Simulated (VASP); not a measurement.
Sn2Te3Se: single point with PBE

Sn2Te3Se:

```
CELL_PARAMETERS angstrom
5.81166 0.00000 0.00000
-2.90583 5.03305 0.00000
0.00000 0.00000 6.02512
ATOMIC_POSITIONS crystal
Sn 0.33333 0.66667 0.50000
Sn 0.66667 0.33333 0.50000
Te 0.33333 0.66667 0.00000
Te 0.66667 0.33333 0.00000
Te 0.00000 0.00000 0.50000
Se 0.00000 0.00000 0.00000
```

The cell was generated, and may not be a known phase.

| Item | Value |
| --- | --- |
| Program | VASP 6.6.1 |
| Task | single point |
| Functional | PBE |
| Potentials or basis | VASP PAW PBE potentials, release 64 (Sn_d, Te, Se) |
| Cutoff | 520 eV |
| k mesh | 6 × 6 × 4 |
| Occupations | gaussian, width 0.1 eV |
| Spin | no spin polarisation |

| Property | Result |
| --- | --- |
| Pressure | -0.1 GPa |
| Band gap on the k mesh | zero (bands 26 and 27 overlap by 1.67 eV) |

Stress tensor (GPa, compression positive):
```
 0.07  0.00  0.00
 0.00  0.07  0.00
 0.00  0.00 -0.33
```

Levels at points of the mesh, in eV from the Fermi level:
| k point | band 23 | band 24 | band 25 | band 26 | band 27 | band 28 | band 29 | band 30 |
| --- | --- | --- | --- | --- | --- | --- | --- | --- |
| (0.00, 0.00, 0.00) | -3.03 | -2.25 | -2.25 | -1.02 | -1.02 | 2.01 | 2.01 | 2.39 |
| (0.50, 0.00, 0.00) | -2.50 | -0.63 | -0.34 | 0.08 | 0.16 | 1.05 | 1.83 | 2.59 |
| (0.00, 0.00, 0.50) | -2.44 | -2.16 | -1.93 | -1.93 | -0.37 | 0.86 | 0.91 | 2.16 |
| (0.50, 0.00, 0.50) | -1.66 | -0.35 | -0.34 | -0.08 | 0.34 | 0.37 | 0.45 | 0.56 |

Wall time 85 s on 1 thread of AMD EPYC 9R45 96-Core Processor (Zen 5), on a shared host, peak memory 0.36 GiB.

Caveat: spin-orbit coupling is left out, which moves the levels of the heavy elements.
